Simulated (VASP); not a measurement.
A run of VASP 6.6.1 is set up as follows.

Contents of INCAR:

```
SYSTEM = C
PREC = Accurate ; ENCUT = 520
EDIFF = 1E-6 ; ISMEAR = -1
SIGMA = 0.13605693000000002 ; LREAL = .FALSE.
LASPH = .TRUE. ; NELM = 100
ALGO = Normal ; ISIF = 2
LWAVE = .FALSE. ; LCHARG = .FALSE.
GGA = PE ; NBANDS = 8
```

File KPOINTS:

```
Automatic mesh
0
G
  18 18 18
  0 0 0
```

The input POSCAR:

```
C
1.0
    1.7578693224      0.0000000000      0.0000000000
    0.0000000000      1.7578693224      0.0000000000
    0.0000000000      0.0000000000      1.7578693224
C
1
Direct
    0.0000000000      0.0000000000      0.0000000000
```

Potentials or basis: VASP PAW PBE potentials, release 64 (C).

Run with:

```bash
$ cat potpaw_PBE.64/C/POTCAR > POTCAR
$ mpirun -np 1 vasp_std > vasp.out
```

**Question.** Estimate the band gap on the k mesh.

**Answer.** Zero (band 2 reaches 20.84 eV, above the bottom of band 3 at 8.65 eV).

**Question.** Predict the pressure.

**Answer.** 11.5 GPa.
